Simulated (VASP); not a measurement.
# InAs (I-4m2) in VASP: notebook, part 2 of 2

VASP 6.6.1. The steps go on from the part before.

## Step 3: Single point, PBEsol (28.20 Å³/atom)

This run uses another cell than the first one, of 28.20 Å³/atom.

The input, INCAR:

```
SYSTEM = InAs
PREC = Accurate ; ENCUT = 520
EDIFF = 1E-7 ; ISMEAR = 0
SIGMA = 0.15 ; LREAL = .False.
LASPH = .True. ; NELM = 100
ALGO = Normal ; ISIF = 2
LWAVE = .False. ; LCHARG = .False.
GGA = PS ; NBANDS = 16
```

The input, KPOINTS:

```
Automatic mesh
0
Gamma
  14 14 14
  0 0 0
```

The input, POSCAR:

```
InAs
1.0
    0.0000000000      2.6961267330      3.2343170982
    3.2343170982      0.0000000000      3.2343170982
    3.2343170982      2.6961267330      0.0000000000
In As
1 1
Direct
    0.0000000000      0.0000000000      0.0000000000
    0.7500000000      0.7500000000      0.7500000000
```

Potentials or basis: VASP PAW PBE potentials, release 64 (In_d, As).

Run with:

```bash
> cat potpaw_PBE.64/In_d/POTCAR potpaw_PBE.64/As/POTCAR > POTCAR
> mpirun -np 1 vasp_std > vasp.out
```

OUTCAR:

```text
SYSTEM = InAs
   PREC = Accurate
   ENCUT = 520
   EDIFF = 1E-7
   ISMEAR = 0
   LREAL = .False.
   LASPH = .True.
   NELM = 100
   ISIF = 2
   GGA = PS

 ion  position               nearest neighbor table
   1  0.000  0.000  0.000-   2 2.65   2 2.65   2 2.65   2 2.65
   2  0.750  0.750  0.750-   1 2.65   1 2.65   1 2.65   1 2.65

  LATTYP: Found a body centered tetragonal cell.
 ALAT       =     4.5740151053
 C/A-ratio  =     1.1788884256

  Lattice vectors:

 A1 = (   0.0000000000,  -2.6961267330,   3.2343170982)
 A2 = (   0.0000000000,  -2.6961267330,  -3.2343170982)
 A3 = (   3.2343170982,   2.6961267330,   0.0000000000)

Analysis of symmetry for initial positions (statically):
=====================================================================
 Subroutine PRICEL returns:
 Original cell was already a primitive cell.

 Routine SETGRP: Setting up the symmetry group for a
 body centered tetragonal supercell.

 Subroutine GETGRP returns: Found  8 space group operations
 (whereof  8 operations were pure point group operations)
 out of a pool of 16 trial point group operations.

The static configuration has the point symmetry D_2d.

Analysis of symmetry for dynamics (positions and initial velocities):
=====================================================================
 Subroutine PRICEL returns:
 Original cell was already a primitive cell.

 Routine SETGRP: Setting up the symmetry group for a
 body centered tetragonal supercell.

 Subroutine GETGRP returns: Found  8 space group operations
 (whereof  8 operations were pure point group operations)
 out of a pool of 16 trial point group operations.

The dynamic configuration has the point symmetry D_2d.

 Subroutine INISYM returns: Found  8 space group operations
 (whereof  8 operations are pure point group operations),
 and found     1 'primitive' translations

----------------------------------------------------------------------------------------

                                     Primitive cell

[... 110 lines left out ...]
     AMIX_MAG =   1.60;   BMIX_MAG =  1.00
  volume/ion in A,a.u.               =      28.20       190.33
  Fermi-wavevector in a.u.,A,eV,Ry     =   1.118718  2.114070 17.028089  1.251529
  Thomas-Fermi vector in A             =   2.255351
   LORBIT       =      0    0 simple, 1 ext, 2 COOP (PROOUT), +10 PAW based schemes
   GGA     = PS    functional components
   LHFCALC =     F    Hartree Fock is set to
   AEXX    =    0.0000 exact exchange contribution
   IVDW    =     0    specifies the selected vdW correction
   LEPSILON=     F    determine dielectric tensor
   LRPA    =     F    only Hartree local field effects (RPA)
 non-spin polarized calculation
 Gauss-broadening in eV      SIGMA  =   0.15
  energy-cutoff  :      520.00
  volume of cell :       56.41
 maximum number of plane-waves:      1547
   NGX = 15   NGY = 17   NGZ = 15

 number of electron      17.9999998 magnetization

 Free energy of the ion-electron system (eV)
  ---------------------------------------------------
  ext. energy  EPLUGINS =         0.00000000
  ---------------------------------------------------
  free energy    TOTEN  =        -8.38733487 eV

  energy without entropy =       -8.38716554  energy(sigma->0) =       -8.38725021

 E-fermi :   4.5242     XC(G=0):  -9.2288

 val. band max:        4.4113110027   @ k =   0.0714   0.0714   0.0000
 cond. band min:       4.5815251450   @ k =   0.0000   0.0000   0.0000
 fundamental gap:      0.1702141422
 Fermi energy:         4.5241811484

 k-point     1 :       0.0000    0.0000    0.0000
  band No.  band energies     occupation
      1     -10.1430      2.00000
      2     -10.1430      2.00000
      3     -10.0916      2.00000
      4     -10.0422      2.00000
      5     -10.0068      2.00000
      6      -7.5191      2.00000
[... 433 lines left out ...]
      3     -10.0816      2.00000
      4     -10.0391      2.00000
      5     -10.0021      2.00000
      6      -6.8787      2.00000
[... 8 lines left out ...]
     15      12.9700      0.00000
     16      14.4078      0.00000

 [... further k-points ...]

------------------------ aborting loop because EDIFF is reached ----------------------------------------

  FORCE on cell =-STRESS in cart. coord.  units (eV):
  Direction    XX          YY          ZZ          XY          YZ          ZX
  --------------------------------------------------------------------------------------
  -------------------------------------------------------------------------------------
  Total       -0.7126603      0.7772745     -0.7126603      0.0000000      0.0000000      0.0000000
  in kB      -20.2421983     22.0774816    -20.2421983      0.0000000      0.0000000      0.0000000
  external PRESSURE =      -6.1356384 kB  Pullay stress =       0.0000000 kB

 VOLUME and BASIS-vectors are now :
 -----------------------------------------------------------------------------
  energy-cutoff  :      520.00
  volume of cell :       56.41
      direct lattice vectors                 reciprocal lattice vectors
     0.000000000  2.696126733  3.234317098    -0.154592139  0.185451223  0.154592139
     3.234317098  0.000000000  3.234317098     0.154592139 -0.185451223  0.154592139
     3.234317098  2.696126733  0.000000000     0.154592139  0.185451223 -0.154592139

 POSITION                                       TOTAL-FORCE (eV/Angst)
 -----------------------------------------------------------------------------------
      0.00000      0.00000      0.00000         0.000000      0.000000      0.000000
      4.85148      4.04419      4.85148         0.000000      0.000000     -0.000000
 -----------------------------------------------------------------------------------
    total drift:                               -0.000000      0.000007     -0.000000

  FREE ENERGIE OF THE ION-ELECTRON SYSTEM (eV)
  ---------------------------------------------------
  free  energy   TOTEN  =        -8.3873348747 eV

  energy  without entropy=       -8.3871655378  energy(sigma->0) =       -8.38725021
```

OSZICAR:

```text
N       E                     dE             d eps       ncg     rms          rms(c)
DAV:   1     0.111699290581E+03    0.11170E+03   -0.82696E+03  7840   0.121E+03
DAV:   2    -0.115140537235E+01   -0.11285E+03   -0.10823E+03  8728   0.292E+02
DAV:   3    -0.848796602597E+01   -0.73366E+01   -0.73024E+01  9952   0.736E+01
DAV:   4    -0.867426241970E+01   -0.18630E+00   -0.18625E+00 10016   0.130E+01
DAV:   5    -0.868241855093E+01   -0.81561E-02   -0.81560E-02 11512   0.228E+00    0.418E+00
DAV:   6    -0.841877676193E+01    0.26364E+00   -0.39857E-01 12048   0.111E+01    0.228E+00
DAV:   7    -0.838898157617E+01    0.29795E-01   -0.10172E-01 10848   0.306E+00    0.668E-01
DAV:   8    -0.838711756608E+01    0.18640E-02   -0.12130E-02  9760   0.124E+00    0.178E-01
DAV:   9    -0.838728974695E+01   -0.17218E-03   -0.90095E-04 10360   0.282E-01    0.101E-01
DAV:  10    -0.838732365477E+01   -0.33908E-04   -0.10391E-04 11992   0.131E-01    0.596E-02
DAV:  11    -0.838733496049E+01   -0.11306E-04   -0.37074E-05  9480   0.855E-02    0.362E-02
DAV:  12    -0.838733485071E+01    0.10978E-06   -0.44430E-06  9120   0.221E-02    0.715E-03
DAV:  13    -0.838733487469E+01   -0.23977E-07   -0.86771E-07 10392   0.517E-03
   1 F= -.83873349E+01 E0= -.83872502E+01  d E =-.169337E-03
```

Run time: 72 s. Hardware: 1 thread of Intel Xeon 6975P-C (Granite Rapids), shared host; peak memory 0.36 GiB.

What came out:

| Property | Result |
| --- | --- |
| Free energy | -8.3873 eV |
| Pressure | -0.6 GPa |
| Band gap on the k mesh | 0.17 eV (least direct gap 0.41 eV) |

Levels at points of the mesh, in eV from the valence-band top:
| k point | band 5 | band 6 | band 7 | band 8 | band 9 | band 10 | band 11 | band 12 | band 13 | band 14 |
| --- | --- | --- | --- | --- | --- | --- | --- | --- | --- | --- |
| (0.00, 0.00, 0.00) | -14.42 | -11.93 | -0.77 | -0.48 | -0.48 | 0.17 | 3.56 | 3.91 | 3.91 | 7.04 |
| (0.50, 0.00, 0.00) | -14.39 | -10.53 | -5.89 | -1.69 | -0.72 | 0.29 | 3.85 | 5.22 | 6.75 | 8.15 |
| (0.50, 0.50, 0.00) | -14.41 | -10.19 | -6.30 | -2.11 | -2.02 | 1.55 | 2.32 | 7.52 | 7.88 | 8.39 |
| (0.50, 0.00, 0.50) | -14.38 | -9.71 | -5.31 | -3.08 | -3.08 | 0.74 | 0.85 | 8.78 | 8.78 | 9.44 |

Caveat: semilocal functionals underestimate gaps, and a narrow one can read as zero; the PAW data sets were made with another functional, which shifts forces and pressure a little; spin-orbit coupling is left out, which moves the levels of the heavy elements.
